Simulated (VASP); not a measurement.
BN (sol2): single point with PBEsol

Crystal: BN (sol2).

```
B N
1.0
     2.54207    0.00000    0.00000
    -1.27103    2.20149    0.00000
     0.00000    0.00000    4.16063
B N
2 2
Direct
  0.33333 0.66667 0.99966
  0.66667 0.33333 0.49966
  0.33333 0.66667 0.37434
  0.66667 0.33333 0.87434
```

This cell differs from its parent crystal: strained cell.

```
Program             : VASP 6.6.1
Task                : single point
Functional          : PBEsol
Potentials or basis : VASP PAW PBE potentials, release 64 (B, N)
Cutoff              : 520 eV
k mesh              : 9 × 9 × 6
Occupations         : gaussian, width 0.02 eV
Spin                : no spin polarisation
```

```
Pressure               : 4.4 GPa
Band gap on the k mesh : 4.98 eV, indirect (least direct gap 8.20 eV)
```

Stress tensor (GPa, compression positive):
```
 0.85  0.00  0.00
 0.00  0.85  0.00
 0.00  0.00 11.60
```

Levels at points of the mesh, in eV from the valence-band top:
| k point | band 4 | band 5 | band 6 | band 7 | band 8 | band 9 | band 10 | band 11 | band 12 | band 13 |
| --- | --- | --- | --- | --- | --- | --- | --- | --- | --- | --- |
| (0.00, 0.00, 0.00) | -2.25 | -2.25 | -0.24 | 0.00 | 0.00 | 8.27 | 8.27 | 8.96 | 9.45 | 10.81 |
| (0.00, 0.00, 0.50) | -5.71 | -1.25 | -1.25 | -1.25 | -1.25 | 9.42 | 9.42 | 9.88 | 9.88 | 9.88 |

Wall time 7.6 s on 1 thread of Intel(R) Xeon(R) 6975P-C (Granite Rapids), on a shared host, peak memory 0.13 GiB.

Caveat: the cell differs from its parent crystal (strained cell); the PAW data sets were made with another functional, which shifts forces and pressure a little. A k mesh can miss the band edges.
